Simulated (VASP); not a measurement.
Here is a VASP 6.6.1 calculation.

File INCAR:

```
SYSTEM = Te2Mo
ALGO = Normal
EDIFF = 1E-6
ENCUT = 520
GGA = PE
ISIF = 2
ISMEAR = 0
LASPH = .TRUE.
LCHARG = .TRUE.
LELF = .TRUE.
LREAL = .FALSE.
LVHAR = .TRUE.
LWAVE = .FALSE.
NBANDS = 64
NELM = 100
PREC = Accurate
SIGMA = 0.05
```

Contents of KPOINTS:

```
k-points
0
G
  4 8 2
  0 0 0
```

The input POSCAR:

```
Te2Mo
1.0
    6.3464495577      0.0000000000      0.0000000000
    0.0000000000      3.4942155400      0.0000000000
   -0.5490254083      0.0000000000     14.8561586148
Te Mo
8 4
Direct
    0.4193469800      0.0000000000      0.9011539900
    0.5810927600      0.5000000000      0.0985498300
    0.9094538900      0.5000000000      0.8617520200
    0.0910474500      0.0000000000      0.1379227500
    0.4325395100      0.5000000000      0.6382740100
    0.5672046900      0.0000000000      0.3620628100
    0.9362609700      0.0000000000      0.5989235800
    0.0630865700      0.5000000000      0.4013918100
    0.8190039500      0.0000000000      0.9930897200
    0.1814915000      0.5000000000      0.0065316300
    0.6797845000      0.5000000000      0.4935200200
    0.3196862200      0.0000000000      0.5068268200
```

Potentials or basis: VASP PAW PBE potentials, release 64 (Te, Mo_sv).

Run with:

```console
$ cat potpaw_PBE.64/Te/POTCAR potpaw_PBE.64/Mo_sv/POTCAR > POTCAR
$ mpirun -np 1 vasp_std > vasp.out
```

**Question.** What does it give for the largest force?

**Answer.** 0.218 eV/Å.

**Question.** Estimate the pressure.

**Answer.** 0.7 GPa.

**Question.** What does it give for the band gap on the k mesh?

**Answer.** Zero (bands 52 and 53 overlap by 0.14 eV).

Stress tensor (GPa, compression positive):
```
0.87 0.00 0.00
0.00 0.05 0.00
0.00 0.00 1.16
```

Caveat: spin-orbit coupling is left out, which moves the levels of the heavy elements; this functional lacks dispersion, which binds the layers, so the pressure and a relaxed spacing across them are unreliable.
